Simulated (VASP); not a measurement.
Crystal: LuHf4O.

```
Lu Hf O
1.0
     5.39454    0.00000    0.00000
    -2.69727    4.67181    0.00000
     0.00000    0.00000    4.46692
Lu Hf O
1 4 1
Direct
  0.00000 0.00000 0.00000
  0.33333 0.66667 0.00000
  0.50062 0.49938 0.50000
  0.50062 0.00123 0.50000
  0.99877 0.49938 0.50000
  0.66667 0.33333 0.00000
```

```yaml
Program: VASP 6.6.1
Task: relaxation of cell and atoms
Functional: PBE
Potentials_or_basis: VASP PAW PBE potentials, release 64 (Lu, Hf_pv, O)
Cutoff: 600 eV
k_mesh: 6 × 6 × 4
Occupations: gaussian, width 0.1 eV
Spin: no spin polarisation
```

At the start: pressure 17.3 GPa; volume 18.76 Å³/atom.

Problem. Where does the relaxation end?

Solution. Over 32 steps the energy falls by 505.8 meV/atom and the volume is 22.34 Å³/atom (+19.1 %); space group P-6m2 (No. 187, to 0.05 Å).

The path:
```
step  energy change (eV)  largest force (eV/Å)  pressure (GPa)  volume (Å³)
   1              0.0000                0.1642           17.26       112.58
   2             -0.6801                0.5995           -8.03       148.63
   3             -1.0775                0.3976           -0.92       133.22
   4             -1.1922                0.2679           -0.42       132.52
   5             -1.2116                0.6111           -0.02       132.09
   6             -1.2746                0.3842           -0.29       131.78
   7             -1.4050                0.1903           -0.63       130.44
   8             -1.9250                1.0846            3.53       125.80
   9              6.0976               11.7240           58.27       107.93
  10             -1.9456                1.7457            5.77       124.87
  11             -1.1573                5.2137           21.94       117.70
  12             -2.0349                2.2480            8.38       123.54
  13             -2.0387                2.9337           11.55       121.96
  14             -2.0537                2.6972           10.54       122.45
  15             -2.0580                2.7226           10.63       122.47
  16             -2.0697                2.8004           10.78       122.51
  17             -2.0864                2.9640           11.16       122.57
  18             -2.0875                3.3176           11.99       122.68
  19             -2.0923                3.1693           11.64       122.64
  20             -2.1126                3.1378           11.48       122.78
  21             -2.1722                3.0435           11.02       123.22
  22             -2.2846                2.8556           10.11       124.09
  23             -2.4818                2.4882            8.34       125.83
  24             -2.7674                1.8158            5.15       129.32
  25             -2.9466                0.7864            0.09       136.30
  26             -2.9496                0.8759            0.55       135.56
  27             -2.9626                0.8170            0.46       135.50
  28             -2.9943                0.6427            0.19       135.33
  29             -3.0253                0.3023           -0.27       134.97
  30             -3.0265                0.2251           -0.35       134.88
  31             -3.0312                0.1535           -0.20       134.58
  32             -3.0350                0.0263            0.10       134.05
```

Final structure:
```
Lu Hf O
1.0
     6.97207    0.00000    0.00000
    -3.48604    6.03799    0.00000
     0.00000    0.00000    3.18425
Lu Hf O
1 4 1
Cartesian
  0.0000 0.0000 0.0000
  0.0000 4.0253 0.0000
  2.0068 2.8667 1.5921
  3.4860 0.3045 1.5921
  4.9653 2.8667 1.5921
  3.4860 2.0127 0.0000
```

Caveat: the volume moved by over 15 % at a fixed basis, so the end points are rough; an odd number of electrons without spin polarisation forces a metal; a magnetic or distorted state may lie lower.
